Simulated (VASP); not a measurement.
# In (Fmmm) in VASP: further runs

Runs on In. Level: PBE. Tasks: single point.

Program: VASP 6.6.1. These are calculated values, not measurements. Logs are shortened: lines on timing, memory, paths and dates and some standing lists are left out, and cuts for length are marked.

## Step 1: The cell of the first run

It takes space group Fmmm (No. 69, orthorhombic). The conventional cell has a = 3.765 Å, b = 5.225 Å, c = 5.424 Å, α = 90.00°, β = 90.00°, γ = 90.00°. Within 4.2 Å of In (site symmetry mmm) lie 14 In at 3.22 to 3.77 Å.

## Step 2: Single point, PBE (strain +0.0375 x Voigt [0, 0, 0, 0, 0, 1])

INCAR

```
SYSTEM = In
  PREC = Accurate
  ENCUT = 520
  EDIFF = 1E-6
  ISMEAR = 0
  SIGMA = 0.15
  LREAL = .FALSE.
  LASPH = .TRUE.
  NELM = 100
  ALGO = Fast
  ISIF = 2
  LWAVE = .FALSE.
  LCHARG = .FALSE.
  GGA = PE
  NBANDS = 12
```

KPOINTS

```
regular mesh
0
G
  18 18 18
  0 0 0
```

POSCAR

```
In
1.0
   -1.8472278918      1.8472278918      1.8825252400
    1.8472278918     -1.8472278918      1.8825252400
    1.9178225882      1.9178225882     -1.8825252400
In
1
Direct
    0.0000000000      0.0000000000      0.0000000000
```

Potentials or basis: VASP PAW PBE potentials, release 64 (In_d).

Run with:

```bash
$ cat potpaw_PBE.64/In_d/POTCAR > POTCAR
$ mpirun -np 1 vasp_std > vasp.out
```

OUTCAR:

```text
SYSTEM = In
   PREC = Accurate
   ENCUT = 520
   EDIFF = 1E-6
   ISMEAR = 0
   LREAL = .FALSE.
   LASPH = .TRUE.
   NELM = 100
   ISIF = 2
   GGA = PE

 ion  position               nearest neighbor table
   1  0.000  0.000  0.000-

  LATTYP: Found a face centered orthorhombic cell.
 ALAT       =     3.7650504800
 B/A-ratio  =     1.3876970581
 C/A-ratio  =     1.4407300666

  Lattice vectors:

 A1 = (   3.7650504800,   0.0705946964,   0.0000000000)
 A2 = (   1.9178225882,   1.9178225882,   1.8825252400)
 A3 = (   1.8472278918,  -1.8472278918,   1.8825252400)

Analysis of symmetry for initial positions (statically):
=====================================================================
 Subroutine PRICEL returns:
 Original cell was already a primitive cell.

 Routine SETGRP: Setting up the symmetry group for a
 face centered orthorhombic supercell.

 Subroutine GETGRP returns: Found  8 space group operations
 (whereof  8 operations were pure point group operations)
 out of a pool of  8 trial point group operations.

The static configuration has the point symmetry D_2h.

Analysis of symmetry for dynamics (positions and initial velocities):
=====================================================================
 Subroutine PRICEL returns:
 Original cell was already a primitive cell.

 Routine SETGRP: Setting up the symmetry group for a
 face centered orthorhombic supercell.

 Subroutine GETGRP returns: Found  8 space group operations
 (whereof  8 operations were pure point group operations)
 out of a pool of  8 trial point group operations.

The dynamic configuration has the point symmetry D_2h.

 Subroutine INISYM returns: Found  8 space group operations
 (whereof  8 operations are pure point group operations),
 and found     1 'primitive' translations

----------------------------------------------------------------------------------------

                                     Primitive cell

  volume of cell :      26.6766

  direct lattice vectors                    reciprocal lattice vectors
    -1.847227892  1.847227892  1.882525240    -0.004981764  0.265694097  0.265600689
     1.847227892 -1.847227892  1.882525240     0.265694097 -0.004981764  0.265600689
     1.917822588  1.917822588 -1.882525240     0.260712332  0.260712332  0.000000000

  length of vectors
     3.220000473  3.220000473  3.301513023     0.375715180  0.375715180  0.368702916

  position of ions in fractional coordinates (direct lattice)
     0.000000000  0.000000000  0.000000000

  ion indices of the primitive-cell ions
   primitive index   ion index
                 1           1

----------------------------------------------------------------------------------------

 KPOINTS: regular mesh

Automatic generation of k-mesh.
 Grid dimensions read from file:
 generate k-points for:   18   18   18

 Generating k-lattice:

  Cartesian coordinates                     Fractional coordinates (reciprocal lattice)
    -0.000276765  0.014760783  0.014755594     0.055555556 -0.000000000  0.000000000
     0.014760783 -0.000276765  0.014755594    -0.000000000  0.055555556  0.000000000
     0.014484018  0.014484018  0.000000000     0.000000000  0.000000000  0.055555556

  Length of vectors
     0.020873066  0.020873066  0.020483495

  Shift w.r.t. Gamma in fractional coordinates (k-lattice)
     0.000000000  0.000000000  0.000000000

 Subroutine IBZKPT returns following result:
 ===========================================

 Found    865 irreducible k-points:

 Following reciprocal coordinates:
            Coordinates               Weight
  0.000000  0.000000  0.000000      1.000000
  0.055556  0.000000 -0.000000      8.000000
  0.111111  0.000000 -0.000000      8.000000
  0.166667 -0.000000  0.000000      8.000000
  0.222222  0.000000 -0.000000      8.000000
  0.277778 -0.000000  0.000000      8.000000
[... 16 lines left out ...]
 -0.277778  0.055556 -0.000000      8.000000
 -0.222222  0.055556  0.000000      8.000000
 [... further k-points ...]
   k-points           NKPTS =    865   k-points in BZ     NKDIM =    865   number of bands    NBANDS=     12
   number of dos      NEDOS =    301   number of ions     NIONS =      1
   total plane-waves  NPLWV =  16128
   dimension x,y,z NGX =    24 NGY =   24 NGZ =   28
   dimension x,y,z NGXF=    48 NGYF=   48 NGZF=   56
   ions per type =               1
   NGX,Y,Z   is equivalent  to a cutoff of  12.39, 12.39, 14.10 a.u.
   NGXF,Y,Z  is equivalent  to a cutoff of  24.78, 24.78, 28.20 a.u.
 SYSTEM =  In
   PREC   = accura    normal or accurate (medium, high low for compatibility)
   ISTART =      0    job   : 0-new  1-cont  2-samecut
   ICHARG =      2    charge: 1-file 2-atom 10-const
   ISPIN  =      1    spin polarized calculation?
   LNONCOLLINEAR =      F non collinear calculations
   LSORBIT =      F    spin-orbit coupling
   LASPH  =      T    aspherical Exc in radial PAW
   ENCUT  =  520.0 eV  38.22 Ry    6.18 a.u.   5.99  5.99  6.14*2*pi/ulx,y,z
   NELM   =    100;   NELMIN=  2; NELMDL= -5     # of ELM steps
   EDIFF  = 0.1E-05   stopping-criterion for ELM
   LREAL  =      F    real-space projection
   EDIFFG = 0.1E-04   stopping-criterion for IOM
   NSW    =      0    number of steps for IOM
   IBRION =     -1    ionic relax: 0-MD 1-quasi-New 2-CG
   NFREE  =      0    steps in history (QN), initial steepest desc. (CG)
   ISIF   =      2    stress and relaxation
   ISYM   =      2    0-nonsym 1-usesym 2-fastsym
   POTIM  = 0.5000    time-step for ionic-motion
   TEBEG  =    0.0;   TEEND  =   0.0 temperature during run
   PSTRESS=    0.0 pullay stress
   NELECT =      13.0000    total number of electrons
   NUPDOWN=      -1.0000    fix difference up-down
   EMIN   =  10.00;   EMAX   =-10.00  energy-range for DOS
   EFERMI =   0.00;   METHOD = LEGACY
   ISMEAR =     0;   SIGMA  =   0.15  broadening in eV -4-tet -1-fermi 0-gaus
   EFERMI_NEDOS =   21; number of points for ismear=-14 and -15
   IALGO  =     68    algorithm
   IMIX   =      4    mixing-type and parameters
     AMIX     =   0.40;   BMIX     =  1.00
     AMIX_MAG =   1.60;   BMIX_MAG =  1.00
  volume/ion in A,a.u.               =      26.68       180.02
  Fermi-wavevector in a.u.,A,eV,Ry     =   1.288287  2.434510 22.581373  1.659684
  Thomas-Fermi vector in A             =   2.420250
   LORBIT       =      0    0 simple, 1 ext, 2 COOP (PROOUT), +10 PAW based schemes
   GGA     = PE    functional components
   LHFCALC =     F    Hartree Fock is set to
   AEXX    =    0.0000 exact exchange contribution
   IVDW    =     0    specifies the selected vdW correction
   LEPSILON=     F    determine dielectric tensor
   LRPA    =     F    only Hartree local field effects (RPA)
 non-spin polarized calculation
 RMM-DIIS sequential band-by-band and
 Gauss-broadening in eV      SIGMA  =   0.15
  energy-cutoff  :      520.00
  volume of cell :       26.68
 maximum number of plane-waves:       738
   NGX = 11   NGY = 11   NGZ = 13

 number of electron      13.0000003 magnetization

 Free energy of the ion-electron system (eV)
  ---------------------------------------------------
  ext. energy  EPLUGINS =         0.00000000
  ---------------------------------------------------
  free energy    TOTEN  =        -2.54642311 eV

  energy without entropy =       -2.54151643  energy(sigma->0) =       -2.54396977

 E-fermi :   7.3144     XC(G=0): -10.1625

 val. band max:        7.3139665116   @ k =  -0.2778   0.4444   0.2222
 cond. band min:       7.3356020985   @ k =   0.2222   0.1111   0.2222
 fundamental gap:      0.0216355868
 Fermi energy:         7.3143872835

 k-point     1 :       0.0000    0.0000    0.0000
  band No.  band energies     occupation
      1      -7.3957      2.00000
      2      -7.3636      2.00000
      3      -7.3285      2.00000
      4      -7.0958      2.00000
      5      -7.0937      2.00000
      6      -2.1023      2.00000
      7      17.7433      0.00000
      8      18.2134      0.00000
      9      18.5035      0.00000
     10      20.0942      0.00000
     11      20.2606      0.00000
     12      20.6271      0.00000

 k-point     2 :       0.0556    0.0000   -0.0000
  band No.  band energies     occupation
      1      -7.3920      2.00000
      2      -7.3587      2.00000
      3      -7.3247      2.00000
      4      -7.0990      2.00000
      5      -7.0943      2.00000
      6      -2.0320      2.00000
      7      17.3204      0.00000
      8      17.6739      0.00000
      9      18.2119      0.00000
     10      19.5940      0.00000
     11      20.0498      0.00000
     12      20.3468      0.00000

 k-point     3 :       0.1111    0.0000   -0.0000
  band No.  band energies     occupation
      1      -7.3902      2.00000
      2      -7.3462      2.00000
      3      -7.3045      2.00000
      4      -7.1084      2.00000
      5      -7.0951      2.00000
      6      -1.8200      2.00000
      7      15.7478      0.00000
      8      16.8364      0.00000
      9      17.7012      0.00000
     10      18.9508      0.00000
     11      19.6720      0.00000
     12      20.1716      0.00000
[... 286 lines left out ...]
 k-point    23 :      -0.2778    0.0556   -0.0000
  band No.  band energies     occupation
      1      -7.4121      2.00000
      2      -7.3369      2.00000
      3      -7.1507      2.00000
      4      -7.1335      2.00000
      5      -7.1001      2.00000
      6      -0.5863      2.00000
      7      10.9719      0.00000
      8      14.6068      0.00000
      9      15.5825      0.00000
     10      17.8170      0.00000
     11      19.2038      0.00000
     12      20.8588      0.00000

 k-point    24 :      -0.2222    0.0556    0.0000
  band No.  band energies     occupation
      1      -7.3955      2.00000
      2      -7.3334      2.00000
      3      -7.2210      2.00000
      4      -7.1297      2.00000
      5      -7.0994      2.00000
      6      -1.1663      2.00000
      7      12.8457      0.00000
      8      15.4166      0.00000
      9      16.2168      0.00000
     10      18.2075      0.00000
     11      19.4378      0.00000
     12      20.4239      0.00000

 [... further k-points ...]
[... 5 lines left out ...]
  --------------------------------------------------------------------------------------
  -------------------------------------------------------------------------------------
  Total        0.2796901      0.2796901      0.2709211     -0.0769147      0.0000000      0.0000000
  in kB       16.7980158     16.7980158     16.2713550     -4.6194509      0.0000000      0.0000000
  external PRESSURE =      16.6224622 kB  Pullay stress =       0.0000000 kB

 VOLUME and BASIS-vectors are now :
 -----------------------------------------------------------------------------
  energy-cutoff  :      520.00
  volume of cell :       26.68
      direct lattice vectors                 reciprocal lattice vectors
    -1.847227892  1.847227892  1.882525240    -0.004981764  0.265694097  0.265600689
     1.847227892 -1.847227892  1.882525240     0.265694097 -0.004981764  0.265600689
     1.917822588  1.917822588 -1.882525240     0.260712332  0.260712332  0.000000000

 POSITION                                       TOTAL-FORCE (eV/Angst)
 -----------------------------------------------------------------------------------
      0.00000      0.00000      0.00000         0.000000      0.000000      0.000000
 -----------------------------------------------------------------------------------
    total drift:                               -0.000000     -0.000000      0.000000

  FREE ENERGIE OF THE ION-ELECTRON SYSTEM (eV)
  ---------------------------------------------------
  free  energy   TOTEN  =        -2.5464231067 eV

  energy  without entropy=       -2.5415164299  energy(sigma->0) =       -2.54396977
```

It took 3 min on 1 thread of Intel Xeon 6975P-C, shared host; peak memory 0.37 GiB.

Results:

```yaml
Free_energy: -2.5464 eV
Pressure: 1.7 GPa
```

Stress tensor (GPa, compression positive):
```
 1.68 -0.46  0.00
-0.46  1.68  0.00
 0.00  0.00  1.63
```

Caveat: the cell differs from its parent crystal (strain +0.0375 x Voigt [0, 0, 0, 0, 0, 1]); spin-orbit coupling is left out, which moves the levels of the heavy elements.

## Step 3: Single point, PBE (strain +0.0125 x Voigt [0, 0, 0, 0, 0, 1])

INCAR

```
PREC = Accurate ; ENCUT = 520
EDIFF = 1E-7 ; ISMEAR = 0
SIGMA = 0.15 ; LREAL = False
LASPH = True ; NELM = 100
ALGO = Fast ; ISIF = 2
LWAVE = False ; LCHARG = True
GGA = PE ; LELF = True
LVHAR = True ; NBANDS = 12
```

KPOINTS

```
Automatic mesh
0
Gamma
  18 18 18
```

POSCAR

```
In
1.0
   -1.8707594572      1.8707594572      1.8825252400
    1.8707594572     -1.8707594572      1.8825252400
    1.8942910228      1.8942910228     -1.8825252400
In
1
Direct
    0.0000000000      0.0000000000      0.0000000000
```

Potentials or basis: VASP PAW PBE potentials, release 64 (In_d).

Run with:

```bash
$ cat potpaw_PBE.64/In_d/POTCAR > POTCAR
$ mpirun -np 1 vasp_std > vasp.out
```

It took 2.9 min on 1 thread of Intel Xeon 6975P-C, shared host; peak memory 0.36 GiB.

It converged, with:

- Free energy: -2.5477 eV
- Pressure: 1.4 GPa

Stress tensor (GPa, compression positive):
```
 1.43 -0.13  0.00
-0.13  1.43  0.00
 0.00  0.00  1.42
```

Levels at points of the mesh, in eV from the Fermi level:
| k point | band 3 | band 4 | band 5 | band 6 | band 7 | band 8 | band 9 | band 10 |
| --- | --- | --- | --- | --- | --- | --- | --- | --- |
| (0.00, 0.00, 0.00) | -14.66 | -14.41 | -14.41 | -9.42 | 10.75 | 10.89 | 11.01 | 12.86 |
| (0.50, 0.00, 0.00) | -14.43 | -14.41 | -14.25 | -3.93 | -3.12 | 5.81 | 7.26 | 9.87 |
| (0.50, 0.50, 0.00) | -14.43 | -14.42 | -14.24 | -3.83 | -3.08 | 5.73 | 7.21 | 9.93 |
| (0.00, 0.00, 0.50) | -14.42 | -14.41 | -14.25 | -4.04 | -3.16 | 5.91 | 7.30 | 10.04 |
| (0.50, 0.50, 0.50) | -14.30 | -14.29 | -14.28 | 0.88 | 1.20 | 1.25 | 1.30 | 5.23 |

Caveat: the cell differs from its parent crystal (strain +0.0125 x Voigt [0, 0, 0, 0, 0, 1]); spin-orbit coupling is left out, which moves the levels of the heavy elements.
